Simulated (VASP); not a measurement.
# Fe: single point with PBEsol+D3(BJ)

The system is Fe.

```
Fe
1.0
     2.41137    0.00000    0.00000
    -1.20568    2.08831    0.00000
     0.00000    0.00000    3.82208
Fe
2
Direct
  0.66667 0.33333 0.75000
  0.33333 0.66667 0.25000
```

```yaml
Program: VASP 6.6.1
Task: single point
Functional: PBEsol
Dispersion: D3(BJ)
Potentials_or_basis: VASP PAW PBE potentials, release 64 (Fe)
Cutoff: 520 eV
k_mesh: 12 × 12 × 7
Occupations: fermi-dirac, width 0.05 eV
Spin: collinear spin, ferromagnetic start
Starting_moments: "[3.0, 3.0] μB"
Dipole_correction: no
Further_INCAR_settings: ALGO = Normal; EDIFF = 1e-06; NBANDS = 19
```

```json
{
 "Pressure": "-0.6 GPa",
 "Band gap on the k mesh": "zero (filled and empty bands overlap)",
 "Net moment": "0.00 μB per cell",
 "Valence electrons inside the program's atomic spheres": "Fe 7.67",
 "Dispersion energy per atom": "-0.392 eV"
}
```

Stress tensor (GPa, compression positive):
```
-0.56  0.00  0.00
 0.00 -0.56  0.00
 0.00  0.00 -0.64
```

Levels at points of the mesh, in eV from the Fermi level:
Spin up:
| k point | band 6 | band 7 | band 8 | band 9 | band 10 | band 11 |
| --- | --- | --- | --- | --- | --- | --- |
| (0.00, 0.00, 0.00) | -1.32 | -1.32 | -0.93 | -0.93 | 0.47 | 0.76 |
| (0.50, 0.00, 0.00) | -1.69 | -1.19 | 0.88 | 1.12 | 1.15 | 2.86 |
Spin down:
```csv
k point,band 6,band 7,band 8,band 9,band 10,band 11
"(0.00, 0.00, 0.00)",-1.32,-1.32,-0.93,-0.93,0.47,0.76
"(0.50, 0.00, 0.00)",-1.69,-1.19,0.88,1.12,1.15,2.86
```

Wall time 39 s on 1 thread of Intel(R) Xeon(R) Platinum 8375C CPU @ 2.90GHz (Ice Lake), on a shared host, peak memory 0.17 GiB.

Caveat: the starting moments collapsed, and a magnetic state may lie lower; the PAW data sets were made with another functional, which shifts forces and pressure a little; pairwise dispersion overbinds metals, which lowers pressure and volume.
